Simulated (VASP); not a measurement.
# In7GaP8 (a cell with a defect) in VASP: notebook, part 2 of 2

VASP 6.6.1.

### 3 Single point, PBE

Input file INCAR:

```
SYSTEM = In7GaP8
  ALGO = Normal
  EDIFF = 1E-7
  ENCUT = 520
  GGA = PE
  ISIF = 2
  ISMEAR = 0
  LASPH = .TRUE.
  LCHARG = .TRUE.
  LELF = .TRUE.
  LREAL = Auto
  LVHAR = .TRUE.
  LWAVE = .FALSE.
  NBANDS = 86
  NELM = 80
  PREC = Accurate
  SIGMA = 0.02
```

Input file KPOINTS:

```
k-points
0
G
  3 3 3
  0 0 0
```

Input file POSCAR:

```
In7GaP8
1.0
    0.0000000000      5.9597880289     -5.9597880289
    5.9597880289      5.9597880289      0.0000000000
    5.9597880289      0.0000000000     -5.9597880289
Ga In P
1 7 8
Direct
    0.5000000000      0.5000000000      0.0000000000
    0.4998455009      0.0001544991     -0.0001544991
    1.0001544991      0.4998455009     -0.0001544991
    1.0001544991      0.0001544991     -0.0001544991
    0.4998455009      0.4998455009      0.5001544991
    0.4998455009      0.0001544991      0.5001544991
    1.0001544991      0.4998455009      0.5001544991
    1.0000000000      0.0000000000      0.5000000000
    0.3800903696      0.3800903696      0.3597288912
    0.3747788518      0.8750737161      0.3750737161
    0.8750737161      0.3747788518      0.3750737161
    0.8750737161      0.8750737161      0.3750737161
    0.3800903696      0.3800903696      0.8800903696
    0.3800903696      0.8597288912      0.8800903696
    0.8597288912      0.3800903696      0.8800903696
    0.8750737161      0.8750737161      0.8747788518
```

Potentials or basis: VASP PAW PBE potentials, release 64 (Ga_d, In_d, P).

On the command line:

```bash
$ cat potpaw_PBE.64/Ga_d/POTCAR potpaw_PBE.64/In_d/POTCAR potpaw_PBE.64/P/POTCAR > POTCAR
$ mpirun -np 1 vasp_std > vasp.out
```

OUTCAR:

```text
SYSTEM = In7GaP8
   EDIFF = 1E-7
   ENCUT = 520
   GGA = PE
   ISIF = 2
   ISMEAR = 0
   LASPH = .TRUE.
   LREAL = Auto
   NELM = 80
   PREC = Accurate

 ion  position               nearest neighbor table
   1  0.500  0.500  0.000-   9 2.48  14 2.48  15 2.48  13 2.48
   2  0.500  0.000  1.000-  10 2.58  16 2.58  13 2.62  14 2.62
   3  0.000  0.500  1.000-  11 2.58  16 2.58  13 2.62  15 2.62
   4  0.000  0.000  1.000-  16 2.58  12 2.58  15 2.62  14 2.62
   5  0.500  0.500  0.500-  10 2.58  11 2.58  13 2.62   9 2.62
   6  0.500  0.000  0.500-  10 2.58  12 2.58   9 2.62  14 2.62
[... 8 lines left out ...]
  15  0.860  0.380  0.880-   1 2.48   4 2.62   7 2.62   3 2.62
  16  0.875  0.875  0.875-   8 2.58   4 2.58   2 2.58   3 2.58

  LATTYP: Found a face centered cubic cell.
 ALAT       =    11.9195760578

  Lattice vectors:

 A1 = (   0.0000000000,   5.9597880289,  -5.9597880289)
 A2 = (   5.9597880289,   5.9597880289,   0.0000000000)
 A3 = (   5.9597880289,   0.0000000000,  -5.9597880289)

Analysis of symmetry for initial positions (statically):
=====================================================================
 Subroutine PRICEL returns:
 Original cell was already a primitive cell.

 Routine SETGRP: Setting up the symmetry group for a
 face centered cubic supercell.

 Subroutine GETGRP returns: Found 24 space group operations
 (whereof  4 operations were pure point group operations)
 out of a pool of 48 trial point group operations.

The static configuration has the point symmetry C_2v.
 The point group associated with its full space group is T_d .

Analysis of symmetry for dynamics (positions and initial velocities):
=====================================================================
 Subroutine PRICEL returns:
 Original cell was already a primitive cell.

 Routine SETGRP: Setting up the symmetry group for a
 face centered cubic supercell.

 Subroutine GETGRP returns: Found 24 space group operations
[... 136 lines left out ...]
   GGA     = PE    functional components
   LHFCALC =     F    Hartree Fock is set to
   AEXX    =    0.0000 exact exchange contribution
   IVDW    =     0    specifies the selected vdW correction
   LEPSILON=     F    determine dielectric tensor
   LRPA    =     F    only Hartree local field effects (RPA)
 non-spin polarized calculation
 Gauss-broadening in eV      SIGMA  =   0.02
  energy-cutoff  :      520.00
  volume of cell :      423.37
 maximum number of plane-waves:     11527
 NGX is ok and might be reduce to    64
   NGX = 31   NGY = 31   NGZ = 31

 number of electron     144.0000042 magnetization

 Free energy of the ion-electron system (eV)
  ---------------------------------------------------
  ext. energy  EPLUGINS =         0.00000000
  ---------------------------------------------------
  free energy    TOTEN  =       -67.62945031 eV

  energy without entropy =      -67.62945031  energy(sigma->0) =      -67.62945031

 E-fermi :   4.4895     XC(G=0):  -9.0118

 val. band max:        4.3665299420   @ k =   0.0000   0.0000   0.0000
 cond. band min:       4.6555808365   @ k =   0.0000   0.0000   0.0000
 fundamental gap:      0.2890508945
 Fermi energy:         4.4894572500

 k-point     1 :       0.0000    0.0000    0.0000
  band No.  band energies     occupation
      1     -10.1886      2.00000
      2     -10.1886      2.00000
      3     -10.1886      2.00000
      4     -10.1240      2.00000
      5     -10.1240      2.00000
      6      -9.8379      2.00000
[... 337 lines left out ...]
     83       8.1459      0.00000
     84       8.1979      0.00000
 [bands above 84 left out]

------------------------ aborting loop because EDIFF is reached ----------------------------------------

  FORCE on cell =-STRESS in cart. coord.  units (eV):
  Direction    XX          YY          ZZ          XY          YZ          ZX
  --------------------------------------------------------------------------------------
  -------------------------------------------------------------------------------------
  Total       -4.4793784     -4.4793784     -4.4793784      0.0000000      0.0000000     -0.0000000
  in kB      -16.9514126    -16.9514126    -16.9514126      0.0000000      0.0000000     -0.0000000
  external PRESSURE =     -16.9514126 kB  Pullay stress =       0.0000000 kB

 VOLUME and BASIS-vectors are now :
 -----------------------------------------------------------------------------
  energy-cutoff  :      520.00
  volume of cell :      423.37
      direct lattice vectors                 reciprocal lattice vectors
     0.000000000  5.959788029 -5.959788029    -0.083895601  0.083895601 -0.083895601
     5.959788029  5.959788029  0.000000000     0.083895601  0.083895601  0.083895601
     5.959788029  0.000000000 -5.959788029     0.083895601 -0.083895601 -0.083895601

 POSITION                                       TOTAL-FORCE (eV/Angst)
 -----------------------------------------------------------------------------------
      2.97989      5.95979     -2.97989        -0.000000     -0.000000      0.000000
      5.95979      2.97989     -8.93784        -0.000000     -0.000000      0.012240
      8.93784      2.97989     -5.95979        -0.012240     -0.000000      0.000000
      5.95979      0.00184     -5.95979        -0.000000      0.012240      0.000000
      5.95979      5.95795     -5.95979        -0.000000     -0.012240      0.000000
      2.98174      2.97989     -5.95979         0.012240     -0.000000      0.000000
[... 8 lines left out ...]
      7.51041      7.38906    -10.36895         0.001556     -0.001556      0.001556
     10.42875     10.43051    -10.42875        -0.001254      0.001254      0.001254
 -----------------------------------------------------------------------------------
    total drift:                               -0.000002     -0.000002      0.000002

  FREE ENERGIE OF THE ION-ELECTRON SYSTEM (eV)
  ---------------------------------------------------
  free  energy   TOTEN  =       -67.6294503119 eV

  energy  without entropy=      -67.6294503119  energy(sigma->0) =      -67.62945031
```

stdout:

```text
POSCAR found type information on POSCAR GaInP
 POSCAR found :  3 types and      16 ions
 scaLAPACK will be used
 LDA part: xc-table for (Slater+PW92), standard interpolation
 POSCAR, INCAR and KPOINTS ok, starting setup
 FFT: planning ... GRIDC
 FFT: planning ... GRID_SOFT
 FFT: planning ... GRID
 WAVECAR not read
 entering main loop
```

It took 7.3 min on 1 thread of Intel Xeon Platinum 8259CL at 2.50GHz (Skylake/Cascade Lake), shared host; peak memory 0.59 GiB.

What came out:

- Free energy: -67.6295 eV
- Pressure: -1.7 GPa
- Largest force: 0.012 eV/Å
- Band gap on the k mesh: 0.29 eV

Forces on the atoms (eV/Å):
```
Ga   0.000  0.000  0.000
In   0.000  0.000  0.012
In  -0.012  0.000  0.000
In   0.000  0.012  0.000
In   0.000 -0.012  0.000
In   0.012  0.000  0.000
In   0.000  0.000 -0.012
In   0.000  0.000  0.000
P   -0.002  0.002  0.002
P    0.001 -0.001  0.001
P   -0.001 -0.001 -0.001
P    0.001  0.001 -0.001
P    0.002  0.002 -0.002
P   -0.002 -0.002 -0.002
P    0.002 -0.002  0.002
P   -0.001  0.001  0.001
```

Levels at points of the mesh, in eV from the valence-band top:
| k point | band 68 | band 69 | band 70 | band 71 | band 72 | band 73 | band 74 | band 75 | band 76 | band 77 |
| --- | --- | --- | --- | --- | --- | --- | --- | --- | --- | --- |
| (0.00, 0.00, 0.00) | -0.79 | -0.79 | 0.00 | 0.00 | 0.00 | 0.29 | 1.18 | 1.36 | 1.36 | 1.36 |

Caveat: semilocal functionals underestimate gaps, and a narrow one can read as zero; spin-orbit coupling is left out, which moves the levels of the heavy elements.
